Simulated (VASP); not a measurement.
# NaCl (Cm) in VASP: notebook

Runs on NaCl. Level: PBE. Tasks: single point.

Program: VASP 6.6.1. These are calculated values, not measurements. Logs are shortened: lines on timing, memory, paths and dates and some standing lists are left out, and cuts for length are marked.

### Step 1. The cell of the first run

It takes space group Cm (No. 8, monoclinic). The conventional cell has a = 4.953 Å, b = 4.953 Å, c = 3.502 Å, α = 90.00°, β = 90.00°, γ = 90.00°. Na (site symmetry m) has 8 Cl at 2.75 to 3.31 Å and 6 Na at 3.50 Å within 3.6 Å. Within 3.6 Å of Cl (site symmetry m) lie 8 Na at 2.75 to 3.31 Å and 6 Cl at 3.50 Å.

### Step 2. Single point, PBE (atom 1 (Na) moved by (-0.200, -0.200) A along [1 1 0] and z)

Input file INCAR:

```
  PREC = Accurate
  ENCUT = 500
  EDIFF = 1E-6
  ISMEAR = 0
  SIGMA = 0.05
  LREAL = F
  LASPH = T
  NELM = 120
  ALGO = Normal
  ISIF = 2
  LWAVE = F
  LCHARG = T
  GGA = PE
  LELF = T
  LVHAR = T
  NBANDS = 14
  GGA_COMPAT = F
```

Input file KPOINTS:

```
regular mesh
0
Gamma
  6 6 6
```

Input file POSCAR:

```
NaCl
1.0
    3.5021900000      0.0000000000      0.0000000000
    0.0000000000      3.5021900000      0.0000000000
    0.0000000000      0.0000000000      3.5021900000
Na Cl
1 1
Direct
   -0.0403808349     -0.0403808349     -0.0571071244
    0.5000000000      0.5000000000      0.5000000000
```

Potentials or basis: VASP PAW PBE potentials, release 64 (Na_pv, Cl).

Launch:

```console
cat potpaw_PBE.64/Na_pv/POTCAR potpaw_PBE.64/Cl/POTCAR > POTCAR
mpirun -np 1 vasp_std > vasp.out
```

OUTCAR:

```text
PREC = Accurate
   ENCUT = 500
   EDIFF = 1E-6
   ISMEAR = 0
   LREAL = F
   LASPH = T
   NELM = 120
   ISIF = 2
   GGA = PE

 ion  position               nearest neighbor table
   1  0.960  0.960  0.943-
   2  0.500  0.500  0.500-

  LATTYP: Found a simple cubic cell.
 ALAT       =     3.5021900000

  Lattice vectors:

 A1 = (   3.5021900000,   0.0000000000,   0.0000000000)
 A2 = (   0.0000000000,   3.5021900000,   0.0000000000)
 A3 = (   0.0000000000,   0.0000000000,   3.5021900000)

Analysis of symmetry for initial positions (statically):
=====================================================================
 Subroutine PRICEL returns:
 Original cell was already a primitive cell.

 Routine SETGRP: Setting up the symmetry group for a
 simple cubic supercell.

 Subroutine GETGRP returns: Found  2 space group operations
 (whereof  2 operations were pure point group operations)
 out of a pool of 48 trial point group operations.

The static configuration has the point symmetry C_1h.

Analysis of symmetry for dynamics (positions and initial velocities):
=====================================================================
 Subroutine PRICEL returns:
 Original cell was already a primitive cell.

 Routine SETGRP: Setting up the symmetry group for a
 simple cubic supercell.

 Subroutine GETGRP returns: Found  2 space group operations
 (whereof  2 operations were pure point group operations)
 out of a pool of 48 trial point group operations.

The dynamic configuration has the point symmetry C_1h.

 Subroutine INISYM returns: Found  2 space group operations
 (whereof  2 operations are pure point group operations),
 and found     1 'primitive' translations

----------------------------------------------------------------------------------------

                                     Primitive cell

  volume of cell :      42.9555

  direct lattice vectors                    reciprocal lattice vectors
     3.502190000  0.000000000  0.000000000     0.285535622  0.000000000  0.000000000
     0.000000000  3.502190000  0.000000000     0.000000000  0.285535622  0.000000000
     0.000000000  0.000000000  3.502190000     0.000000000  0.000000000  0.285535622

  length of vectors
     3.502190000  3.502190000  3.502190000     0.285535622  0.285535622  0.285535622

  position of ions in fractional coordinates (direct lattice)
     0.959619165  0.959619165  0.942892876
     0.500000000  0.500000000  0.500000000

[... 86 lines left out ...]
   PSTRESS=    0.0 pullay stress
   NELECT =      14.0000    total number of electrons
   NUPDOWN=      -1.0000    fix difference up-down
   EMIN   =  10.00;   EMAX   =-10.00  energy-range for DOS
   EFERMI =   0.00;   METHOD = LEGACY
   ISMEAR =     0;   SIGMA  =   0.05  broadening in eV -4-tet -1-fermi 0-gaus
   EFERMI_NEDOS =   21; number of points for ismear=-14 and -15
   IALGO  =     38    algorithm
   IMIX   =      4    mixing-type and parameters
     AMIX     =   0.40;   BMIX     =  1.00
     AMIX_MAG =   1.60;   BMIX_MAG =  1.00
  volume/ion in A,a.u.               =      21.48       144.94
  Fermi-wavevector in a.u.,A,eV,Ry     =   1.126621  2.129005 17.269530  1.269275
  Thomas-Fermi vector in A             =   2.263304
   LORBIT       =      0    0 simple, 1 ext, 2 COOP (PROOUT), +10 PAW based schemes
   GGA     = PE    functional components
   LHFCALC =     F    Hartree Fock is set to
   AEXX    =    0.0000 exact exchange contribution
   IVDW    =     0    specifies the selected vdW correction
   LEPSILON=     F    determine dielectric tensor
   LRPA    =     F    only Hartree local field effects (RPA)
 non-spin polarized calculation
 Gauss-broadening in eV      SIGMA  =   0.05
  energy-cutoff  :      500.00
  volume of cell :       42.96
 maximum number of plane-waves:      1108
 NGX is ok and might be reduce to    28
   NGX = 13   NGY = 13   NGZ = 13

 number of electron      13.9999998 magnetization

 Free energy of the ion-electron system (eV)
  ---------------------------------------------------
  ext. energy  EPLUGINS =         0.00000000
  ---------------------------------------------------
  free energy    TOTEN  =        -6.45081869 eV

  energy without entropy =       -6.45081869  energy(sigma->0) =       -6.45081869

 E-fermi :   0.6336     XC(G=0):  -8.4144

 val. band max:        0.4004717021   @ k =   0.5000   0.5000   0.0000
 cond. band min:       4.4154909184   @ k =   0.0000   0.0000   0.0000
 fundamental gap:      4.0150192163
 Fermi energy:         0.6336306048

 k-point     1 :       0.0000    0.0000    0.0000
  band No.  band energies     occupation
      1     -21.6105      2.00000
      2     -21.6081      2.00000
      3     -21.6078      2.00000
      4     -12.9702      2.00000
      5      -0.0918      2.00000
      6      -0.0896      2.00000
      7      -0.0840      2.00000
      8       4.4155      0.00000
      9       9.0129      0.00000
     10       9.0416      0.00000
     11      15.9482      0.00000
     12      16.0105      0.00000
     13      16.2051      0.00000
     14      16.3849      0.00000
[... 377 lines left out ...]
      1     -21.6366      2.00000
      2     -21.6327      2.00000
      3     -21.6025      2.00000
      4     -12.4946      2.00000
      5      -1.7007      2.00000
      6      -1.4897      2.00000
      7       0.2641      2.00000
      8       7.0143      0.00000
      9       8.9032      0.00000
     10      11.2728      0.00000
     11      12.3474      0.00000
     12      13.1839      0.00000
     13      13.6754      0.00000
     14      16.3289      0.00000

 [... further k-points ...]

------------------------ aborting loop because EDIFF is reached ----------------------------------------

  FORCE on cell =-STRESS in cart. coord.  units (eV):
  Direction    XX          YY          ZZ          XY          YZ          ZX
  --------------------------------------------------------------------------------------
  -------------------------------------------------------------------------------------
  Total        0.1823356      0.1823356      0.1834769      0.0926804      0.1214266      0.1214265
  in kB        6.8008473      6.8008473      6.8434144      3.4568404      4.5290297      4.5290292
  external PRESSURE =       6.8150363 kB  Pullay stress =       0.0000000 kB

 VOLUME and BASIS-vectors are now :
 -----------------------------------------------------------------------------
  energy-cutoff  :      500.00
  volume of cell :       42.96
      direct lattice vectors                 reciprocal lattice vectors
     3.502190000  0.000000000  0.000000000     0.285535622  0.000000000  0.000000000
     0.000000000  3.502190000  0.000000000     0.000000000  0.285535622  0.000000000
     0.000000000  0.000000000  3.502190000     0.000000000  0.000000000  0.285535622

 POSITION                                       TOTAL-FORCE (eV/Angst)
 -----------------------------------------------------------------------------------
      3.36077      3.36077      3.30219         0.081088      0.081088      0.100630
      1.75110      1.75110      1.75110        -0.081088     -0.081088     -0.100630
 -----------------------------------------------------------------------------------
    total drift:                               -0.000456     -0.000456     -0.000271

  FREE ENERGIE OF THE ION-ELECTRON SYSTEM (eV)
  ---------------------------------------------------
  free  energy   TOTEN  =        -6.4508186911 eV

  energy  without entropy=       -6.4508186911  energy(sigma->0) =       -6.45081869
```

OSZICAR:

```text
N       E                     dE             d eps       ncg     rms          rms(c)
DAV:   1     0.897249165060E+02    0.89725E+02   -0.60076E+03  1904   0.103E+03
DAV:   2     0.518114780493E+00   -0.89207E+02   -0.81970E+02  2090   0.254E+02
DAV:   3    -0.660455490285E+01   -0.71227E+01   -0.70795E+01  2474   0.664E+01
DAV:   4    -0.671269055710E+01   -0.10814E+00   -0.10810E+00  2156   0.885E+00
DAV:   5    -0.671497672326E+01   -0.22862E-02   -0.22861E-02  2608   0.132E+00    0.233E+00
DAV:   6    -0.648062972371E+01    0.23435E+00   -0.32339E-01  2396   0.348E+00    0.166E+00
DAV:   7    -0.645026943715E+01    0.30360E-01   -0.97402E-02  2656   0.187E+00    0.115E+00
DAV:   8    -0.645095534050E+01   -0.68590E-03   -0.11458E-02  1988   0.945E-01    0.404E-01
DAV:   9    -0.645071703402E+01    0.23831E-03   -0.52062E-04  2528   0.168E-01    0.179E-01
DAV:  10    -0.645082422847E+01   -0.10719E-03   -0.27586E-04  2090   0.124E-01    0.412E-02
DAV:  11    -0.645081848542E+01    0.57430E-05   -0.15132E-05  2480   0.341E-02    0.912E-03
DAV:  12    -0.645081869105E+01   -0.20563E-06   -0.17759E-06  2138   0.105E-02
   1 F= -.64508187E+01 E0= -.64508187E+01  d E =-.658323E-13
```

Run time: 40 s. Hardware: 1 thread of AMD EPYC 7R43 (Zen 3), shared host; peak memory 0.13 GiB.

Results:

```
Free energy            : -6.4508 eV
Pressure               : 0.7 GPa
Largest force          : 0.153 eV/Å
Band gap on the k mesh : 4.01 eV (least direct gap 4.50 eV)
```

Forces on the atoms (eV/Å):
```
Na   0.081  0.081  0.101
Cl  -0.081 -0.081 -0.101
```

Caveat: the cell differs from its parent crystal (atom 1 (Na) moved by (-0.200, -0.200) A along [1 1 0] and z). A k mesh can miss the band edges.

### Step 3. Single point, PBE (atom 1 (Na) moved by (-0.100, -0.100) A along [1 1 0] and z)

Input file INCAR:

```
ALGO = Normal
EDIFF = 1E-6
ENCUT = 500
GGA = PE
GGA_COMPAT = False
ISIF = 2
ISMEAR = 0
LASPH = True
LCHARG = False
LREAL = False
LWAVE = False
NBANDS = 14
NELM = 120
PREC = Accurate
SIGMA = 0.05
```

Input file KPOINTS:

```
k-points
0
Gamma
  6 6 6
```

POSCAR: that of step 2 with these lines changed.

```diff
@@ -8,3 +8,3 @@
 Direct
-   -0.0403808349     -0.0403808349     -0.0571071244
+   -0.0201904175     -0.0201904175     -0.0285535622
     0.5000000000      0.5000000000      0.5000000000
```

Potentials or basis: VASP PAW PBE potentials, release 64 (Na_pv, Cl).

Launch:

```console
cat potpaw_PBE.64/Na_pv/POTCAR potpaw_PBE.64/Cl/POTCAR > POTCAR
mpirun -np 1 vasp_std > vasp.out
```

Run time: 42 s. Hardware: 1 thread of AMD EPYC 7R43 (Zen 3), shared host; peak memory 0.13 GiB.

It converged, with:

* Free energy: -6.4647 eV
* Pressure: 0.2 GPa
* Largest force: 0.055 eV/Å
* Band gap on the k mesh: 3.99 eV (least direct gap 4.48 eV)

Forces on the atoms (eV/Å):
```
Na   0.028  0.028  0.038
Cl  -0.028 -0.028 -0.038
```

Stress tensor (GPa, compression positive):
```
0.19 0.08 0.11
0.08 0.19 0.11
0.11 0.11 0.20
```

Levels at points of the mesh, in eV from the valence-band top:
| k point | band 4 | band 5 | band 6 | band 7 | band 8 | band 9 | band 10 | band 11 |
| --- | --- | --- | --- | --- | --- | --- | --- | --- |
| (0.00, 0.00, 0.00) | -13.38 | -0.49 | -0.49 | -0.49 | 3.99 | 8.59 | 8.59 | 15.65 |
| (0.50, 0.00, 0.00) | -13.02 | -2.94 | -0.26 | -0.25 | 6.93 | 8.55 | 10.50 | 11.80 |
| (0.00, 0.00, 0.50) | -13.02 | -2.93 | -0.26 | -0.25 | 6.94 | 8.56 | 10.49 | 11.82 |
| (0.50, 0.50, 0.00) | -12.75 | -2.26 | -2.26 | 0.00 | 5.55 | 9.90 | 11.03 | 11.05 |
| (0.00, 0.50, 0.50) | -12.75 | -2.26 | -2.26 | 0.00 | 5.55 | 9.89 | 11.03 | 11.06 |
| (0.50, 0.50, 0.50) | -12.48 | -1.84 | -1.84 | -1.84 | 7.13 | 7.13 | 7.15 | 11.63 |

Caveat: the cell differs from its parent crystal (atom 1 (Na) moved by (-0.100, -0.100) A along [1 1 0] and z).
